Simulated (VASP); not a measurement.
# P5C (P6/mmm) in VASP: further runs

Runs on P5C. Level: PBE. Tasks: single point.

All numbers are computed with VASP 6.6.1; they aren't measurements. Logs are shortened: lines on timing, memory, paths and dates and some standing lists are left out, and cuts for length are marked.

### 1 The cell of the first run

Symmetry: P6/mmm, No. 191, hexagonal system. The conventional cell has a = 4.635 Å, b = 4.635 Å, c = 6.292 Å, α = 90.00°, β = 90.00°, γ = 120.00°. Within 3.4 Å of P (site symmetry 3m) lie 7 P at 2.57 to 2.97 Å and 3 C at 3.26 Å. P (site symmetry 6/mmm) has 12 P at 2.97 Å and 2 C at 3.15 Å within 3.9 Å. C (site symmetry 6/mmm) has 14 P at 3.15 to 3.26 Å within 4.1 Å.

### 2 Single point, PBE

The input, INCAR:

```
SYSTEM = P5C
PREC = Accurate
ENCUT = 520
EDIFF = 1E-6
ISMEAR = 0
SIGMA = 0.1
LREAL = .False.
LASPH = .True.
NELM = 80
ALGO = Normal
ISIF = 2
LWAVE = .False.
LCHARG = .False.
GGA = PE
NBANDS = 24
```

The input, KPOINTS:

```
Automatic mesh
0
Gamma
  6 6 4
  0 0 0
```

The input, POSCAR:

```
P5C
1.0
    4.6350631300      0.0000000000      0.0000000000
   -2.3175315700      4.0140824200      0.0000000000
    0.0000000000      0.0000000000      6.2918700300
P C
5 1
Direct
    0.6666666700      0.3333333300      0.7959949400
    0.0000000000      0.0000000000      0.0000000000
    0.6666666700      0.3333333300      0.2040050600
    0.3333333300      0.6666666700      0.2040050600
    0.3333333300      0.6666666700      0.7959949400
    0.0000000000      0.0000000000      0.5000000000
```

Potentials or basis: VASP PAW PBE potentials, release 64 (P, C).

The run is started by

```bash
$ cat potpaw_PBE.64/P/POTCAR potpaw_PBE.64/C/POTCAR > POTCAR
$ mpirun -np 1 vasp_std > vasp.out
```

OUTCAR:

```text
SYSTEM = P5C
   PREC = Accurate
   ENCUT = 520
   EDIFF = 1E-6
   ISMEAR = 0
   LREAL = .False.
   LASPH = .True.
   NELM = 80
   ISIF = 2
   GGA = PE

 ion  position               nearest neighbor table
   1  0.667  0.333  0.796-   3 2.57   5 2.68   5 2.68   5 2.68
   2  0.000  0.000  0.000-
   3  0.667  0.333  0.204-   1 2.57   4 2.68   4 2.68   4 2.68
   4  0.333  0.667  0.204-   5 2.57   3 2.68   3 2.68   3 2.68
   5  0.333  0.667  0.796-   4 2.57   1 2.68   1 2.68   1 2.68
   6  0.000  0.000  0.500-

  LATTYP: Found a hexagonal cell.
 ALAT       =     4.6350631300
 C/A-ratio  =     1.3574507733

  Lattice vectors:

 A1 = (   4.6350631300,   0.0000000000,   0.0000000000)
 A2 = (  -2.3175315700,   4.0140824200,   0.0000000000)
 A3 = (   0.0000000000,   0.0000000000,   6.2918700300)

Analysis of symmetry for initial positions (statically):
=====================================================================
 Subroutine PRICEL returns:
 Original cell was already a primitive cell.

 Routine SETGRP: Setting up the symmetry group for a
 hexagonal supercell.

 Subroutine GETGRP returns: Found 24 space group operations
 (whereof 24 operations were pure point group operations)
 out of a pool of 24 trial point group operations.

The static configuration has the point symmetry D_6h.

Analysis of symmetry for dynamics (positions and initial velocities):
=====================================================================
 Subroutine PRICEL returns:
 Original cell was already a primitive cell.

 Routine SETGRP: Setting up the symmetry group for a
 hexagonal supercell.

 Subroutine GETGRP returns: Found 24 space group operations
 (whereof 24 operations were pure point group operations)
 out of a pool of 24 trial point group operations.

The dynamic configuration has the point symmetry D_6h.

 Subroutine INISYM returns: Found 24 space group operations
 (whereof 24 operations are pure point group operations),
 and found     1 'primitive' translations

----------------------------------------------------------------------------------------

                                     Primitive cell

  volume of cell :     117.0635

  direct lattice vectors                    reciprocal lattice vectors
     4.635063130  0.000000000  0.000000000     0.215746792  0.124561469  0.000000000
    -2.317531570  4.014082420  0.000000000     0.000000000  0.249122937  0.000000000
[... 90 lines left out ...]
   LREAL  =      F    real-space projection
   EDIFFG = 0.1E-04   stopping-criterion for IOM
   NSW    =      0    number of steps for IOM
   IBRION =     -1    ionic relax: 0-MD 1-quasi-New 2-CG
   NFREE  =      0    steps in history (QN), initial steepest desc. (CG)
   ISIF   =      2    stress and relaxation
   ISYM   =      2    0-nonsym 1-usesym 2-fastsym
   POTIM  = 0.5000    time-step for ionic-motion
   TEBEG  =    0.0;   TEEND  =   0.0 temperature during run
   PSTRESS=    0.0 pullay stress
   NELECT =      29.0000    total number of electrons
   NUPDOWN=      -1.0000    fix difference up-down
   EMIN   =  10.00;   EMAX   =-10.00  energy-range for DOS
   EFERMI =   0.00;   METHOD = LEGACY
   ISMEAR =     0;   SIGMA  =   0.10  broadening in eV -4-tet -1-fermi 0-gaus
   EFERMI_NEDOS =   21; number of points for ismear=-14 and -15
   IALGO  =     38    algorithm
   IMIX   =      4    mixing-type and parameters
     AMIX     =   0.40;   BMIX     =  1.00
     AMIX_MAG =   1.60;   BMIX_MAG =  1.00
  volume/ion in A,a.u.               =      19.51       131.66
  Fermi-wavevector in a.u.,A,eV,Ry     =   1.028175  1.942969 14.383308  1.057143
  Thomas-Fermi vector in A             =   2.162158
   LORBIT       =      0    0 simple, 1 ext, 2 COOP (PROOUT), +10 PAW based schemes
   GGA     = PE    functional components
   LHFCALC =     F    Hartree Fock is set to
   AEXX    =    0.0000 exact exchange contribution
   IVDW    =     0    specifies the selected vdW correction
   LEPSILON=     F    determine dielectric tensor
   LRPA    =     F    only Hartree local field effects (RPA)
 non-spin polarized calculation
 Gauss-broadening in eV      SIGMA  =   0.10
  energy-cutoff  :      520.00
  volume of cell :      117.06
 maximum number of plane-waves:      3173
 NGX is ok and might be reduce to    36
   NGX = 17   NGY = 17   NGZ = 23

 number of electron      28.9999994 magnetization

 Free energy of the ion-electron system (eV)
  ---------------------------------------------------
  ext. energy  EPLUGINS =         0.00000000
  ---------------------------------------------------
  free energy    TOTEN  =       -25.45159820 eV

  energy without entropy =      -25.42078764  energy(sigma->0) =      -25.43619292

 E-fermi :   4.7493     XC(G=0):  -9.7713

 val. band max:        4.7414176373   @ k =   0.1667   0.1667   0.5000
 cond. band min:       4.7664236206   @ k =   0.5000   0.0000   0.2500
 fundamental gap:      0.0250059833
 Fermi energy:         4.7493089340

 k-point     1 :       0.0000    0.0000    0.0000
  band No.  band energies     occupation
      1      -9.1736      2.00000
      2      -6.2036      2.00000
      3      -4.0170      2.00000
      4      -3.3953      2.00000
      5      -3.1520      2.00000
      6      -0.8741      2.00000
[... 556 lines left out ...]
     23       8.6667      0.00000
     24       9.8850      0.00000

------------------------ aborting loop because EDIFF is reached ----------------------------------------

  FORCE on cell =-STRESS in cart. coord.  units (eV):
  Direction    XX          YY          ZZ          XY          YZ          ZX
  --------------------------------------------------------------------------------------
  -------------------------------------------------------------------------------------
  Total       -9.0008500     -9.0008501    -12.3974904      0.0000000      0.0000000      0.0000000
  in kB     -123.1891410   -123.1891411   -169.6768840      0.0000002      0.0000000      0.0000000
  external PRESSURE =    -138.6850554 kB  Pullay stress =       0.0000000 kB

 VOLUME and BASIS-vectors are now :
 -----------------------------------------------------------------------------
  energy-cutoff  :      520.00
  volume of cell :      117.06
      direct lattice vectors                 reciprocal lattice vectors
     4.635063130  0.000000000  0.000000000     0.215746792  0.124561469  0.000000000
    -2.317531570  4.014082420  0.000000000     0.000000000  0.249122937  0.000000000
     0.000000000  0.000000000  6.291870030     0.000000000  0.000000000  0.158935260

 POSITION                                       TOTAL-FORCE (eV/Angst)
 -----------------------------------------------------------------------------------
      2.31753      1.33803      5.00830        -0.000000      0.000000      1.030469
      0.00000      0.00000      0.00000         0.000000      0.000000      0.000000
      2.31753      1.33803      1.28357        -0.000000      0.000000     -1.030469
     -0.00000      2.67605      1.28357         0.000000     -0.000000     -1.030469
     -0.00000      2.67605      5.00830         0.000000      0.000000      1.030469
      0.00000      0.00000      3.14594         0.000000      0.000000      0.000000
 -----------------------------------------------------------------------------------
    total drift:                                0.000000     -0.000000      0.000000

  FREE ENERGIE OF THE ION-ELECTRON SYSTEM (eV)
  ---------------------------------------------------
  free  energy   TOTEN  =       -25.4515982028 eV

  energy  without entropy=      -25.4207876413  energy(sigma->0) =      -25.43619292
```

stdout:

```text
POSCAR found type information on POSCAR P C
 POSCAR found :  2 types and       6 ions
 scaLAPACK will be used
 LDA part: xc-table for (Slater+PW92), standard interpolation
 POSCAR, INCAR and KPOINTS ok, starting setup
 FFT: planning ... GRIDC
 FFT: planning ... GRID_SOFT
 FFT: planning ... GRID
 WAVECAR not read
 entering main loop
```

Run time: 48 s. Hardware: 1 thread of Intel Xeon Platinum 8488C (Sapphire Rapids), shared host; peak memory 0.23 GiB.

What came out:

```yaml
Free_energy: -25.4516 eV
Pressure: -13.9 GPa
Largest_force: 1.030 eV/Å
```

Forces in eV/Å, atoms in the order of the input:
```
P    0.000  0.000  1.030
P    0.000  0.000  0.000
P    0.000  0.000 -1.030
P    0.000  0.000 -1.030
P    0.000  0.000  1.030
C    0.000  0.000  0.000
```

Levels at points of the mesh, in eV from the Fermi level:
| k point | band 13 | band 14 | band 15 | band 16 | band 17 | band 18 |
| --- | --- | --- | --- | --- | --- | --- |
| (0.00, 0.00, 0.00) | -2.32 | -1.24 | -0.89 | 0.05 | 0.05 | 0.41 |
| (0.50, 0.00, 0.00) | -0.39 | -0.12 | 1.07 | 1.15 | 1.17 | 2.08 |
| (0.00, 0.00, 0.50) | -2.54 | -1.36 | -0.87 | -0.87 | -0.03 | 0.71 |
| (0.50, 0.00, 0.50) | -0.48 | 0.21 | 0.42 | 0.52 | 0.90 | 1.81 |

Caveat: forces of over 1 eV/Å act on the atoms, so gaps and moduli don't describe the material at rest.

### 3 Single point, PBE

This run uses another cell than the first one, of 12.85 Å³/atom, 0.659 times its volume.

The input, INCAR:

```
ALGO = Normal
EDIFF = 1E-6
ENCUT = 520
GGA = PE
ISIF = 2
ISMEAR = 0
LASPH = T
LCHARG = T
LELF = T
LREAL = F
LVHAR = T
LWAVE = F
NBANDS = 24
NELM = 100
PREC = Accurate
SIGMA = 0.1
```

The input, KPOINTS:

```
k-points
0
Gamma
  12 12 8
```

The input, POSCAR:

```
P5C
1.0
    4.3057764559      0.0000000000      0.0000000000
   -2.1528882280      3.7289117938      0.0000000000
    0.0000000000      0.0000000000      4.8032042281
P C
5 1
Direct
    0.6666666667      0.3333333333      0.7382424779
    0.0000000000      0.0000000000      0.0000000000
    0.6666666667      0.3333333333      0.2617575221
    0.3333333333      0.6666666667      0.2617575221
    0.3333333333      0.6666666667      0.7382424779
    0.0000000000      0.0000000000      0.5000000000
```

Potentials or basis: VASP PAW PBE potentials, release 64 (P, C).

The run is started by

```bash
$ cat potpaw_PBE.64/P/POTCAR potpaw_PBE.64/C/POTCAR > POTCAR
$ mpirun -np 1 vasp_std > vasp.out
```

OUTCAR:

```text
EDIFF = 1E-6
   ENCUT = 520
   GGA = PE
   ISIF = 2
   ISMEAR = 0
   LASPH = T
   LREAL = F
   NELM = 100
   PREC = Accurate

 ion  position               nearest neighbor table
   1  0.667  0.333  0.738-   3 2.29   5 2.49   5 2.49   5 2.49   3 2.51   2 2.79   2 2.79   2 2.79

   2  0.000  0.000  0.000-   6 2.40   6 2.40   4 2.79   5 2.79   1 2.79   3 2.79   1 2.79   3 2.79
                             4 2.79   5 2.79   1 2.79   3 2.79   4 2.79   5 2.79
   3  0.667  0.333  0.262-   1 2.29   4 2.49   4 2.49   4 2.49   1 2.51   2 2.79   2 2.79   2 2.79
[... 861 lines left out ...]
  -------------------------------------------------------------------------------------
  Total       -0.1028249     -0.1028249     -0.1409085      0.0000000      0.0000000     -0.0000000
  in kB       -2.1362121     -2.1362121     -2.9274076      0.0000000      0.0000000     -0.0000000
  external PRESSURE =      -2.3999440 kB  Pullay stress =       0.0000000 kB

 VOLUME and BASIS-vectors are now :
 -----------------------------------------------------------------------------
  energy-cutoff  :      520.00
  volume of cell :       77.12
      direct lattice vectors                 reciprocal lattice vectors
     4.305776456  0.000000000  0.000000000     0.232246149  0.134087377  0.000000000
    -2.152888228  3.728911794  0.000000000     0.000000000  0.268174753  0.000000000
     0.000000000  0.000000000  4.803204228     0.000000000  0.000000000  0.208194354

 POSITION                                       TOTAL-FORCE (eV/Angst)
 -----------------------------------------------------------------------------------
      2.15289      1.24297      3.54593         0.000000     -0.000000     -0.018806
      0.00000      0.00000      0.00000        -0.000000     -0.000000      0.000000
      2.15289      1.24297      1.25727         0.000000      0.000000      0.018806
     -0.00000      2.48594      1.25727        -0.000000     -0.000000      0.018806
     -0.00000      2.48594      3.54593        -0.000000     -0.000000     -0.018806
      0.00000      0.00000      2.40160        -0.000000     -0.000000      0.000000
 -----------------------------------------------------------------------------------
    total drift:                               -0.000000      0.000000      0.000000

  FREE ENERGIE OF THE ION-ELECTRON SYSTEM (eV)
  ---------------------------------------------------
  free  energy   TOTEN  =       -28.4888198902 eV

  energy  without entropy=      -28.4765225189  energy(sigma->0) =      -28.48267120
```

stdout:

```text
POSCAR found type information on POSCAR P C
 POSCAR found :  2 types and       6 ions
 scaLAPACK will be used
 LDA part: xc-table for (Slater+PW92), standard interpolation
 POSCAR, INCAR and KPOINTS ok, starting setup
 FFT: planning ... GRIDC
 FFT: planning ... GRID_SOFT
 FFT: planning ... GRID
 WAVECAR not read
 entering main loop
```

It took 98 s on 1 thread of Intel Xeon Platinum 8488C (Sapphire Rapids), shared host; peak memory 0.27 GiB.

Results:

- Free energy: -28.4888 eV
- Pressure: -0.2 GPa
- Largest force: 0.019 eV/Å

Forces on the atoms (eV/Å):
```
P    0.000  0.000 -0.019
P    0.000  0.000  0.000
P    0.000  0.000  0.019
P    0.000  0.000  0.019
P    0.000  0.000 -0.019
C    0.000  0.000  0.000
```
